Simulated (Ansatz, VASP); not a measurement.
# One calculation of ZrC, two programs

```xyz
2
Lattice="0.0000 2.3365 2.3365 2.3365 0.0000 2.3365 2.3365 2.3365 0.0000" Properties=species:S:1:pos:R:3 pbc="T T T"
Zr    0.0000    0.0000    0.0000
C     2.3365    2.3365    2.3365
```

Alike in both runs: functional PBE; dispersion D3(BJ); k mesh 20 × 20 × 20; occupations gaussian, width 0.1 eV; no spin polarisation.

Ansatz relaxed the structure, and its values are those at the end. VASP's run is a single point on that final structure, the one shown.

|  | VASP | Ansatz |
| --- | --- | --- |
| version | VASP 6.6.1 | Ansatz 0.2.0 |
| potentials or method | VASP PAW PBE potentials, release 64 (Zr_sv, C), cutoff 520 eV | scalar-relativistic, plane waves, PAW |
| valence electrons in the cell | 16 | 16 |

|  | VASP | Ansatz | Ansatz less VASP |
| --- | --- | --- | --- |
| gap on the k mesh at the Fermi level (eV) | none | none | - |
| pressure (GPa) | 0.3 | 0.0 | -0.27 |

A gap of «none» marks a metal or a gap that the smearing closes.
